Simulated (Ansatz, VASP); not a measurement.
# HfN in VASP and in Ansatz

```xyz
2
Lattice="0.0000 2.3070 2.2508 2.3070 0.0000 2.2508 2.3070 2.3070 0.0000" Properties=species:S:1:pos:R:3 pbc="T T T"
Hf    0.0000    0.0000    0.0000
N     2.3070    2.3070    2.2508
```

Change from the starting cell: strain +0.025 along x and y, +0.000 along z, atoms carried along.

Alike in both runs: task single point; functional PBEsol; k mesh 22 × 22 × 22; occupations gaussian, width 0.15 eV; no spin polarisation.

|  | VASP | Ansatz |
| --- | --- | --- |
| version | VASP 6.6.1 | Ansatz 0.2.0 |
| potentials or method | VASP PAW PBE potentials, release 64 (Hf_pv, N), cutoff 600 eV | scalar-relativistic, plane waves, PAW |
| valence electrons in the cell | 15 | 31 |

|  | VASP | Ansatz | Ansatz less VASP |
| --- | --- | --- | --- |
| gap on the k mesh at the Fermi level (eV) | none | none | - |
| pressure (GPa) | -14.4 | -12.3 | +2.18 |
| traceless stress, the component that is largest in VASP (GPa) | 6.97 | 7.04 | +0.075 |

VASP's potentials were made for PBE, not for PBEsol. A gap of «none» marks a metal or a gap that the smearing closes. VASP's potentials hold 15 valence electrons a cell and Ansatz's 31, so a difference there can come from the potentials and not from the codes.

Neither program's run includes spin-orbit coupling.
